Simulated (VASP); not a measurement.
# BiSbSe in VASP: single point with PBE

Aim: the single point of BiSbSe with PBE.

Everything below comes from runs of VASP 6.6.1. Logs are shortened: lines on timing, memory, paths and dates and some standing lists are left out, and cuts for length are marked.

**1. The cell of the first run**

The cell holds a sheet with vacuum, 3 atoms: a = 3.343 Å, b = 3.343 Å, c = 18.000 Å, α = 90.00°, β = 90.00°, γ = 120.00°.

**2. Single point, PBE**

INCAR reads:

```
  PREC = Accurate
  ENCUT = 520
  EDIFF = 1E-6
  ISMEAR = 0
  SIGMA = 0.1
  LREAL = F
  LASPH = T
  NELM = 60
  ALGO = Normal
  ISIF = 2
  LWAVE = F
  LCHARG = T
  LDIPOL = T
  IDIPOL = 3
  DIPOL = 0.5 0.5 0.502
  GGA = PE
  LELF = T
  LVHAR = T
  LVACPOTAV = T
  NBANDS = 20
```

KPOINTS reads:

```
Automatic mesh
0
Gamma
  6 6 1
```

POSCAR reads:

```
BiSbSe
1.0
    3.3426962600      0.0000000000      0.0000000000
   -1.6713486500      2.8948600700      0.0000000000
    0.0000000000      0.0000000000     18.0000000000
Sb Bi Se
1 1 1
Direct
    0.6666666700      0.3333333300      0.4067289700
    0.0000000000      0.0000000000      0.5050131200
    0.6666666700      0.3333333300      0.5932710300
```

Potentials or basis: VASP PAW PBE potentials, release 64 (Sb, Bi_d, Se).

Run with:

```console
$ cat potpaw_PBE.64/Sb/POTCAR potpaw_PBE.64/Bi_d/POTCAR potpaw_PBE.64/Se/POTCAR > POTCAR
$ mpirun -np 1 vasp_std > vasp.out
```

OUTCAR:

```text
PREC = Accurate
   ENCUT = 520
   EDIFF = 1E-6
   ISMEAR = 0
   LREAL = F
   LASPH = T
   NELM = 60
   ISIF = 2
   GGA = PE

 ion  position               nearest neighbor table
   1  0.667  0.333  0.407-   2 2.62   2 2.62   2 2.62
   2  0.000  0.000  0.505-   3 2.50   3 2.50   3 2.50   1 2.62   1 2.62   1 2.62
   3  0.667  0.333  0.593-   2 2.50   2 2.50   2 2.50

  LATTYP: Found a hexagonal cell.
 ALAT       =     3.3426962600
 C/A-ratio  =     5.3848745444

  Lattice vectors:

 A1 = (   3.3426962600,   0.0000000000,   0.0000000000)
 A2 = (  -1.6713486500,   2.8948600700,   0.0000000000)
 A3 = (   0.0000000000,   0.0000000000,  18.0000000000)

Analysis of symmetry for initial positions (statically):
=====================================================================
 Subroutine PRICEL returns:
 Original cell was already a primitive cell.

 Routine SETGRP: Setting up the symmetry group for a
 hexagonal supercell.

 Subroutine GETGRP returns: Found  6 space group operations
 (whereof  6 operations were pure point group operations)
 out of a pool of 24 trial point group operations.

The static configuration has the point symmetry C_3v.

Analysis of symmetry for dynamics (positions and initial velocities):
=====================================================================
 Subroutine PRICEL returns:
 Original cell was already a primitive cell.

 Routine SETGRP: Setting up the symmetry group for a
 hexagonal supercell.

 Subroutine GETGRP returns: Found  6 space group operations
 (whereof  6 operations were pure point group operations)
 out of a pool of 24 trial point group operations.

The dynamic configuration has the point symmetry C_3v.

 Subroutine INISYM returns: Found  6 space group operations
 (whereof  6 operations are pure point group operations),
 and found     1 'primitive' translations

----------------------------------------------------------------------------------------

                                     Primitive cell

  volume of cell :     174.1795

  direct lattice vectors                    reciprocal lattice vectors
[... 67 lines left out ...]
   LSORBIT =      F    spin-orbit coupling
   LASPH  =      T    aspherical Exc in radial PAW
   ENCUT  =  520.0 eV  38.22 Ry    6.18 a.u.   6.22  6.22 33.47*2*pi/ulx,y,z
   NELM   =     60;   NELMIN=  2; NELMDL= -5     # of ELM steps
   EDIFF  = 0.1E-05   stopping-criterion for ELM
   LREAL  =      F    real-space projection
   EDIFFG = 0.1E-04   stopping-criterion for IOM
   NSW    =      0    number of steps for IOM
   IBRION =     -1    ionic relax: 0-MD 1-quasi-New 2-CG
   NFREE  =      0    steps in history (QN), initial steepest desc. (CG)
   ISIF   =      2    stress and relaxation
   ISYM   =      2    0-nonsym 1-usesym 2-fastsym
   POTIM  = 0.5000    time-step for ionic-motion
   TEBEG  =    0.0;   TEEND  =   0.0 temperature during run
   PSTRESS=    0.0 pullay stress
   NELECT =      26.0000    total number of electrons
   NUPDOWN=      -1.0000    fix difference up-down
   EMIN   =  10.00;   EMAX   =-10.00  energy-range for DOS
   EFERMI =   0.00;   METHOD = LEGACY
   ISMEAR =     0;   SIGMA  =   0.10  broadening in eV -4-tet -1-fermi 0-gaus
   EFERMI_NEDOS =   21; number of points for ismear=-14 and -15
   IALGO  =     38    algorithm
   IMIX   =      4    mixing-type and parameters
     AMIX     =   0.40;   BMIX     =  1.00
     AMIX_MAG =   1.60;   BMIX_MAG =  1.00
  volume/ion in A,a.u.               =      58.06       391.81
  Fermi-wavevector in a.u.,A,eV,Ry     =   0.868428  1.641090 10.261058  0.754166
  Thomas-Fermi vector in A             =   1.987104
   LORBIT       =      0    0 simple, 1 ext, 2 COOP (PROOUT), +10 PAW based schemes
   GGA     = PE    functional components
   LHFCALC =     F    Hartree Fock is set to
   AEXX    =    0.0000 exact exchange contribution
   IVDW    =     0    specifies the selected vdW correction
   LEPSILON=     F    determine dielectric tensor
   LRPA    =     F    only Hartree local field effects (RPA)
 non-spin polarized calculation
 Gauss-broadening in eV      SIGMA  =   0.10
  energy-cutoff  :      520.00
  volume of cell :      174.18
 maximum number of plane-waves:      4711
 NGX is ok and might be reduce to    28
   NGX = 13   NGY = 13   NGZ = 67

 dipolmoment           0.000000      0.000000     -0.029398 electrons x Angstroem

 number of electron      26.0000002 magnetization

 dipolmoment           0.000000      0.000000      0.023625 electrons x Angstroem

 Free energy of the ion-electron system (eV)
  ---------------------------------------------------
  ext. energy  EPLUGINS =         0.00000000
  ---------------------------------------------------
  free energy    TOTEN  =        -5.40872853 eV

  energy without entropy =       -5.38775112  energy(sigma->0) =       -5.39823983

 E-fermi :   0.4626     XC(G=0):  -4.6343

 val. band max:        0.4298378351   @ k =   0.3333  -0.0000   0.0000
 cond. band min:       0.6124649485   @ k =   0.3333   0.3333   0.0000
 fundamental gap:      0.1826271134
 Fermi energy:         0.4625549188

 k-point     1 :       0.0000    0.0000    0.0000
  band No.  band energies     occupation
      1     -23.4719      2.00000
      2     -23.4719      2.00000
      3     -23.4511      2.00000
      4     -23.3540      2.00000
      5     -23.3540      2.00000
      6     -17.7225      2.00000
[... 150 lines left out ...]
     19       8.9542      0.00000
     20       9.4294      0.00000

------------------------ aborting loop because EDIFF is reached ----------------------------------------

  FORCE on cell =-STRESS in cart. coord.  units (eV):
  Direction    XX          YY          ZZ          XY          YZ          ZX
  --------------------------------------------------------------------------------------
  -------------------------------------------------------------------------------------
  Total       21.7420913     21.7420941     31.0235101     -0.0000039      0.0000000      0.0000000
  in kB      199.9930484    199.9930749    285.3675063     -0.0000359      0.0000000      0.0000000
  external PRESSURE =     228.4512099 kB  Pullay stress =       0.0000000 kB

 VOLUME and BASIS-vectors are now :
 -----------------------------------------------------------------------------
  energy-cutoff  :      520.00
  volume of cell :      174.18
      direct lattice vectors                 reciprocal lattice vectors
     3.342696260  0.000000000  0.000000000     0.299159697  0.172719974  0.000000000
    -1.671348650  2.894860070  0.000000000     0.000000000  0.345439840  0.000000000
     0.000000000  0.000000000 18.000000000     0.000000000  0.000000000  0.055555556

 POSITION                                       TOTAL-FORCE (eV/Angst)
 -----------------------------------------------------------------------------------
      1.67135      0.96495      7.32112         0.000000      0.000000    -10.006129
      0.00000      0.00000      9.09024        -0.000000      0.000000      1.608272
      1.67135      0.96495     10.67888         0.000000     -0.000000      8.397857
 -----------------------------------------------------------------------------------
    total drift:                               -0.000015      0.000002     -0.000417

  FREE ENERGIE OF THE ION-ELECTRON SYSTEM (eV)
  ---------------------------------------------------
  free  energy   TOTEN  =        -5.4087285328 eV

  energy  without entropy=       -5.3877511179  energy(sigma->0) =       -5.39823983

 vacuum level on the upper side and lower side of the slab         5.666         5.225
```

OSZICAR:

```text
N       E                     dE             d eps       ncg     rms          rms(c)
DAV:   1     0.244811478857E+03    0.24481E+03   -0.11573E+04   288   0.109E+03
DAV:   2     0.157295874369E+02   -0.22908E+03   -0.22294E+03   336   0.274E+02
DAV:   3    -0.501277733406E+01   -0.20742E+02   -0.20396E+02   360   0.105E+02
[... 14 lines left out ...]
DAV:  18    -0.540871283397E+01   -0.10856E-04   -0.66948E-07   284   0.585E-03    0.195E-03
DAV:  19    -0.540872134326E+01   -0.85093E-05   -0.33950E-07   260   0.383E-03    0.640E-04
DAV:  20    -0.540872596648E+01   -0.46232E-05   -0.21452E-07   256   0.225E-03    0.102E-03
DAV:  21    -0.540872790726E+01   -0.19408E-05   -0.80834E-08   256   0.103E-03    0.488E-04
DAV:  22    -0.540872853279E+01   -0.62553E-06   -0.19722E-08   236   0.745E-04
   1 F= -.54087285E+01 E0= -.53982398E+01  d E =-.209774E-01
```

stdout:

```text
POSCAR found type information on POSCAR SbBiSe
 POSCAR found :  3 types and       3 ions
 scaLAPACK will be used
 LDA part: xc-table for (Slater+PW92), standard interpolation
 POSCAR, INCAR and KPOINTS ok, starting setup
 FFT: planning ... GRIDC
 FFT: planning ... GRID_SOFT
 FFT: planning ... GRID
 WAVECAR not read
 entering main loop
 -----------------------------------------------------------------------------
|                                                                             |
|           W    W    AA    RRRRR   N    N  II  N    N   GGGG   !!!           |
|           W    W   A  A   R    R  NN   N  II  NN   N  G    G  !!!           |
|           W    W  A    A  R    R  N N  N  II  N N  N  G       !!!           |
|           W WW W  AAAAAA  RRRRR   N  N N  II  N  N N  G  GGG   !            |
|           WW  WW  A    A  R   R   N   NN  II  N   NN  G    G                |
|           W    W  A    A  R    R  N    N  II  N    N   GGGG   !!!           |
|                                                                             |
|     Did not find any points to average over, which means that no vacuum     |
|     field-free region was found. Please increase the size of  your cell     |
|     in the dimension of the dipole correction to obtain accurate            |
|     workfunction values.                                                    |
|                                                                             |
 -----------------------------------------------------------------------------
```

Wall time 37 s (1 thread of Intel Xeon Platinum 8488C (Sapphire Rapids), shared host); peak memory 0.32 GiB.

Results:

| Property | Result |
| --- | --- |
| Free energy | -5.4087 eV |
| Largest force | 10.006 eV/Å |
| Band gap on the k mesh | zero (band 13 reaches 2.86 eV, above the bottom of band 14 at 0.40 eV) |

Forces in eV/Å, atoms in the order of the input:
```
Sb    0.000   0.000 -10.006
Bi    0.000   0.000   1.608
Se    0.000   0.000   8.398
```

Caveat: the k points lie up to 0.36 Å⁻¹ apart; spin-orbit coupling is left out, which moves the levels of the heavy elements.
